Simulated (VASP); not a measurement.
A run of VASP 6.6.1:

Contents of INCAR:

```
PREC     = Accurate       # precision mode
ENCUT    = 520            # plane-wave cutoff, eV
EDIFF    = 1E-7           # SCF threshold, eV
ISMEAR   = 0              # smearing method
SIGMA    = 0.05           # smearing width, eV
LREAL    = False          # projectors in reciprocal space
LASPH    = True           # aspherical terms in the spheres
NELM     = 150            # most SCF steps
ALGO     = Normal         # electronic algorithm
ISIF     = 2              # what is computed and relaxed
LWAVE    = False          # write WAVECAR
LCHARG   = True           # write CHGCAR
ISPIN    = 2              # spin polarisation
MAGMOM   = 0 3.56 3.56 3.56 # initial moments
LORBIT   = 11             # projections on sites
LMAXMIX  = 6              # l up to which the mixer works
GGA      = PE             # functional
LELF     = True           # ELF
LVHAR    = True         
NBANDS   = 37             # bands
```

The input KPOINTS:

```
Automatic mesh
0
Gamma
  8 8 8
```

Contents of POSCAR:

```
LaMn3
1.0
    4.1923238042      0.0000000000      0.0000000000
    0.0000000000      4.1923238042      0.0000000000
    0.0000000000      0.0000000000      4.1923238042
La Mn
1 3
Direct
    0.0000000000      0.0000000000      0.0000000000
    0.0000000000      0.5000000000      0.5000000000
    0.5000000000      0.5000000000      0.0000000000
    0.5000000000      0.0000000000      0.5000000000
```

Potentials or basis: VASP PAW PBE potentials, release 64 (La, Mn_pv).

The run is started by

```bash
$ cat potpaw_PBE.64/La/POTCAR potpaw_PBE.64/Mn_pv/POTCAR > POTCAR
$ mpirun -np 1 vasp_std > vasp.out
```

Hardware: 1 thread of Intel(R) Xeon(R) 6975P-C (Granite Rapids) (shared host).

Q: Estimate the wall time of this run.

A: Run time: 92 s on 1 thread of Intel(R) Xeon(R) 6975P-C (Granite Rapids) (shared host), peak memory 0.31 GiB. Counts: scf iterations 20, k points 35.
